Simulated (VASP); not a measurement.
Set up this calculation in VASP 6.6.1, as the native input.

* Task: single point
* Functional: PBE
* Potentials or basis: VASP PAW PBE potentials, release 64 (Ni, Fe)
* Cutoff: 520 eV
* k mesh: 8 × 8 × 8
* Occupations: fermi-dirac, width 0.05 eV
* Spin: collinear spin, ferromagnetic start
* Starting moments: [1.0, 1.0, 1.0, 3.0] μB
* Dipole correction: no
* Further INCAR settings: ALGO = Fast; EDIFF = 1e-06; NBANDS = 31

The structure of FeNi3 lies in POSCAR:

```
FeNi3
1.0
    3.5450000000      0.0000000000      0.0000000000
    0.0000000000      3.5450000000      0.0000000000
    0.0000000000      0.0000000000      3.5450000000
Ni Fe
3 1
Direct
    0.5000000000      0.5000000000      0.0000000000
    0.5000000000      0.0000000000      0.5000000000
    0.0000000000      0.5000000000      0.5000000000
    0.0000000000      0.0000000000      0.0000000000
```

One way to write it, as run:

INCAR

```
PREC = Accurate
ENCUT = 520
EDIFF = 1E-6
ISMEAR = -1
SIGMA = 0.05
LREAL = False
LASPH = True
NELM = 150
ALGO = Fast
ISIF = 2
LWAVE = False
LCHARG = False
ISPIN = 2
MAGMOM = 1 1 1 3
LORBIT = 11
LMAXMIX = 4
GGA = PE
NBANDS = 31
```

KPOINTS

```
Automatic mesh
0
Gamma
  8 8 8
```

Potentials or basis: VASP PAW PBE potentials, release 64 (Ni, Fe).

The run is started by

```bash
$ cat potpaw_PBE.64/Ni/POTCAR potpaw_PBE.64/Fe/POTCAR > POTCAR
$ mpirun -np 1 vasp_std > vasp.out
```

It gave:

```json
{"Pressure": "-0.1 GPa", "Net moment": "4.82 μB per cell", "Site moments": "Ni +0.65; Fe +2.91 μB", "Valence electrons inside the program's atomic spheres": "Ni 9.34; Fe 7.09"}
```

Run time: 2.1 min on 1 thread of Intel Xeon 8259CL (shared host), peak memory 0.22 GiB.
